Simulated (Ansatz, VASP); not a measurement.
**CdH2: VASP beside Ansatz**

```xyz
3
Lattice="3.7678 0.0000 0.0000 0.0000 3.7678 0.0000 0.0000 0.0000 3.3038" Properties=species:S:1:pos:R:3 pbc="T T T"
Cd    0.0000    0.0000    1.6519
H     0.0000    1.8839    1.6519
H     1.8839    0.0000    1.6519
```

Alike in both runs: functional PBE; k mesh 12 × 12 × 14; occupations gaussian, width 0.1 eV; no spin polarisation.

Ansatz relaxed the structure, and its values are those at the end. VASP's run is a single point on that final structure, the one shown.

|  | VASP | Ansatz |
| --- | --- | --- |
| version | VASP 6.6.1 | Ansatz 0.2.0 |
| potentials or method | VASP PAW PBE potentials, release 64 (Cd, H), cutoff 520 eV | scalar-relativistic, plane waves, PAW |
| valence electrons in the cell | 14 | 22 |

Ansatz gave:

| Property | Result |
| --- | --- |
| gap on the k mesh at the Fermi level (eV) | none |
| pressure (GPa) | 0.0 |

**Question.** What did VASP give for the same quantities?

**Answer.** gap on the k mesh at the Fermi level (eV): none; pressure (GPa): 0.2.

A gap of «none» marks a metal or a gap that the smearing closes. With one functional, cell and mesh, what is left measures potentials, basis and numerics. VASP's potentials hold 14 valence electrons a cell and Ansatz's 22, so a difference there can come from the potentials and not from the codes.
